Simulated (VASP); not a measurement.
# In3As (Pm-3m) in VASP: a series of runs, part 2 of 2

VASP 6.6.1.

## Step 4: Single point, PBEsol

This run uses another cell than the first one, of 26.00 Å³/atom, 1.020 times its volume.

Input file INCAR:

```
SYSTEM = In3As
PREC = Accurate ; ENCUT = 520
EDIFF = 1E-7 ; ISMEAR = -1
SIGMA = 0.05 ; LREAL = .FALSE.
LASPH = .TRUE. ; NELM = 60
ALGO = Normal ; ISIF = 2
LWAVE = .FALSE. ; LCHARG = .FALSE.
GGA = PS ; NBANDS = 30
```

Input file KPOINTS:

```
regular mesh
0
G
  6 6 6
  0 0 0
```

Input file POSCAR:

```
In3As
1.0
    4.7026201864      0.0000000000      0.0000000000
    0.0000000000      4.7026201864      0.0000000000
    0.0000000000      0.0000000000      4.7026201864
In As
3 1
Direct
    0.5000000000      0.5000000000      0.0000000000
    0.5000000000      0.0000000000      0.5000000000
    0.0000000000      0.5000000000      0.5000000000
    0.0000000000      0.0000000000      0.0000000000
```

Potentials or basis: VASP PAW PBE potentials, release 64 (In_d, As).

On the command line:

```bash
cat potpaw_PBE.64/In_d/POTCAR potpaw_PBE.64/As/POTCAR > POTCAR
mpirun -np 1 vasp_std > vasp.out
```

OUTCAR:

```text
SYSTEM = In3As
   PREC = Accurate
   ENCUT = 520
   EDIFF = 1E-7
   ISMEAR = -1
   LREAL = .FALSE.
   LASPH = .TRUE.
   NELM = 60
   ISIF = 2
   GGA = PS

 ion  position               nearest neighbor table
   1  0.500  0.500  0.000-   2 3.33   3 3.33   4 3.33   2 3.33   3 3.33   2 3.33   4 3.33   2 3.33
                             3 3.33   4 3.33   3 3.33   4 3.33
   2  0.500  0.000  0.500-   1 3.33   3 3.33   4 3.33   1 3.33   4 3.33   1 3.33   3 3.33   1 3.33
                             3 3.33   4 3.33   4 3.33   3 3.33
   3  0.000  0.500  0.500-   1 3.33   2 3.33   4 3.33   1 3.33   4 3.33   2 3.33   4 3.33   4 3.33
                             1 3.33   2 3.33   1 3.33   2 3.33
   4  0.000  0.000  0.000-   1 3.33   2 3.33   3 3.33   2 3.33   3 3.33   1 3.33   3 3.33   3 3.33
                             1 3.33   2 3.33   2 3.33   1 3.33

  LATTYP: Found a simple cubic cell.
 ALAT       =     4.7026201864

  Lattice vectors:

 A1 = (   4.7026201864,   0.0000000000,   0.0000000000)
 A2 = (   0.0000000000,   4.7026201864,   0.0000000000)
 A3 = (   0.0000000000,   0.0000000000,   4.7026201864)

Analysis of symmetry for initial positions (statically):
[... 172 lines left out ...]
 E-fermi :   6.2197     XC(G=0): -10.1971

 val. band max:        6.0647558303   @ k =   0.3333   0.1667   0.0000
 cond. band min:       6.2275559238   @ k =   0.1667   0.1667   0.1667
 fundamental gap:      0.1628000935
 Fermi energy:         6.2196726039

 k-point     1 :       0.0000    0.0000    0.0000
  band No.  band energies     occupation
      1      -8.3056      2.00000
      2      -8.2928      2.00000
      3      -8.2928      2.00000
      4      -8.2928      2.00000
      5      -8.1235      2.00000
      6      -8.1235      2.00000
[... 649 lines left out ...]
     29      15.1982      0.00000
     30      15.1985      0.00000

------------------------ aborting loop because EDIFF is reached ----------------------------------------

  FORCE on cell =-STRESS in cart. coord.  units (eV):
  Direction    XX          YY          ZZ          XY          YZ          ZX
  --------------------------------------------------------------------------------------
  -------------------------------------------------------------------------------------
  Total       -2.0168292     -2.0168292     -2.0168292     -0.0000000     -0.0000000     -0.0000000
  in kB      -31.0713406    -31.0713406    -31.0713406     -0.0000000     -0.0000000     -0.0000000
  external PRESSURE =     -31.0713406 kB  Pullay stress =       0.0000000 kB

 VOLUME and BASIS-vectors are now :
 -----------------------------------------------------------------------------
  energy-cutoff  :      520.00
  volume of cell :      104.00
      direct lattice vectors                 reciprocal lattice vectors
     4.702620186  0.000000000  0.000000000     0.212647409  0.000000000  0.000000000
     0.000000000  4.702620186  0.000000000     0.000000000  0.212647409  0.000000000
     0.000000000  0.000000000  4.702620186     0.000000000  0.000000000  0.212647409

 POSITION                                       TOTAL-FORCE (eV/Angst)
 -----------------------------------------------------------------------------------
      2.35131      2.35131      0.00000         0.000000      0.000000      0.000000
      2.35131      0.00000      2.35131         0.000000      0.000000      0.000000
      0.00000      2.35131      2.35131         0.000000      0.000000      0.000000
      0.00000      0.00000      0.00000         0.000000      0.000000      0.000000
 -----------------------------------------------------------------------------------
    total drift:                                0.000000      0.000000      0.000000

  FREE ENERGIE OF THE ION-ELECTRON SYSTEM (eV)
  ---------------------------------------------------
  free  energy   TOTEN  =       -13.6824048374 eV

  energy  without entropy=      -13.6674789791  energy(sigma->0) =      -13.67494191
```

stdout:

```text
POSCAR found type information on POSCAR InAs
 POSCAR found :  2 types and       4 ions
 scaLAPACK will be used
 -----------------------------------------------------------------------------
|                                                                             |
|                                                                             |
|     You enforced a specific xc type in the INCAR file but a different       |
|     I HOPE YOU KNOW WHAT YOU ARE DOING!                                     |
|                                                                             |
 -----------------------------------------------------------------------------

 LDA part: xc-table for (Slater+PW92), standard interpolation
 POSCAR, INCAR and KPOINTS ok, starting setup
 FFT: planning ... GRIDC
 FFT: planning ... GRID_SOFT
 FFT: planning ... GRID
 WAVECAR not read
 entering main loop
```

It took 24 s on 1 thread of Intel Xeon 6975P-C (Granite Rapids), shared host; peak memory 0.22 GiB.

What came out:

```
Free energy            : -13.6824 eV
Pressure               : -3.1 GPa
Band gap on the k mesh : zero (band 22 reaches 6.69 eV, above the bottom of band 23 at 2.96 eV)
```

Caveat: the PAW data sets were made with another functional, which shifts forces and pressure a little; spin-orbit coupling is left out, which moves the levels of the heavy elements.

## Step 5: Single point, PBEsol

This run uses another cell than the first one, of 26.51 Å³/atom, 1.040 times its volume.

Input file INCAR:

```
SYSTEM = In3As
PREC = Accurate
ENCUT = 520
EDIFF = 1E-7
ISMEAR = -1
SIGMA = 0.05
LREAL = .False.
LASPH = .True.
NELM = 100
ALGO = Normal
ISIF = 2
LWAVE = .False.
LCHARG = .True.
GGA = PS
LELF = .True.
LVHAR = .True.
NBANDS = 30
```

Input file KPOINTS:

```
regular mesh
0
Gamma
  6 6 6
  0 0 0
```

Input file POSCAR:

```
In3As
1.0
    4.7331575368      0.0000000000      0.0000000000
    0.0000000000      4.7331575368      0.0000000000
    0.0000000000      0.0000000000      4.7331575368
In As
3 1
Direct
    0.5000000000      0.5000000000      0.0000000000
    0.5000000000      0.0000000000      0.5000000000
    0.0000000000      0.5000000000      0.5000000000
    0.0000000000      0.0000000000      0.0000000000
```

On the command line:

```bash
cat potpaw_PBE.64/In_d/POTCAR potpaw_PBE.64/As/POTCAR > POTCAR
mpirun -np 1 vasp_std > vasp.out
```

Wall time 23 s (1 thread of Intel Xeon 6975P-C (Granite Rapids), shared host); peak memory 0.22 GiB.

The run converged. Its results:

```
Free energy            : -13.6395 eV
Pressure               : -3.7 GPa
Band gap on the k mesh : zero (band 22 reaches 6.45 eV, above the bottom of band 23 at 2.84 eV)
```

Levels at points of the mesh, in eV from the Fermi level:
```csv
k point,band 18,band 19,band 20,band 21,band 22,band 23,band 24,band 25,band 26,band 27
"(0.00, 0.00, 0.00)",-2.67,-2.67,-2.67,-1.94,-1.94,2.07,2.07,2.07,4.48,4.48
"(0.50, 0.00, 0.00)",-4.32,-1.45,-1.45,-1.32,0.04,0.04,0.08,1.54,4.50,4.58
"(0.50, 0.50, 0.00)",-5.71,-5.64,-0.66,-0.34,0.41,0.41,1.69,1.98,1.98,2.11
"(0.50, 0.50, 0.50)",-4.16,-4.16,-3.72,-3.72,-3.72,-3.18,4.57,4.57,4.57,8.49
```

Caveat: the PAW data sets were made with another functional, which shifts forces and pressure a little; spin-orbit coupling is left out, which moves the levels of the heavy elements.

## Step 6: Overview

```csv
cell,gap on the mesh (eV),pressure (GPa)
"a = 4.672 Å, 4 atoms",none,-2.4
"a = 4.703 Å, 4 atoms",none,-3.1
"a = 4.733 Å, 4 atoms",none,-3.7
```

Alike in all rows: task single point; level PBEsol; potentials or basis VASP PAW PBE potentials, release 64 (In_d, As); no spin polarisation; k mesh 6 × 6 × 6; cutoff (eV) 520; smearing fermi-dirac 0.05 eV.

Caveats: the PAW data sets were made with another functional, which shifts forces and pressure a little; spin-orbit coupling is left out, which moves the levels of the heavy elements.

Absolute energies hang on the potentials; compare differences alone.
